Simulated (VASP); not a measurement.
A run of VASP 6.6.1 is set up as follows.

INCAR

```
SYSTEM = Cu
PREC = Accurate ; ENCUT = 520
EDIFF = 1E-6 ; ISMEAR = -1
SIGMA = 0.03 ; LREAL = .FALSE.
LASPH = .TRUE. ; NELM = 80
ALGO = Normal ; ISIF = 2
LWAVE = .FALSE. ; LCHARG = .TRUE.
GGA = PS ; LELF = .TRUE.
LVHAR = .TRUE. ; NBANDS = 12
```

The input KPOINTS:

```
Automatic mesh
0
G
  17 17 17
  0 0 0
```

POSCAR

```
Cu
1.0
    0.0000000000      1.8135050275      1.8135050275
    1.8135050275      0.0000000000      1.8135050275
    1.8135050275      1.8135050275      0.0000000000
Cu
1
Direct
    0.0000000000      0.0000000000      0.0000000000
```

Potentials or basis: VASP PAW PBE potentials, release 64 (Cu).

Command:

```console
$ cat potpaw_PBE.64/Cu/POTCAR > POTCAR
$ mpirun -np 1 vasp_std > vasp.out
```

Problem. Estimate the pressure.

Solution. -7.3 GPa.

Caveat: the PAW data sets were made with another functional, which shifts forces and pressure a little.
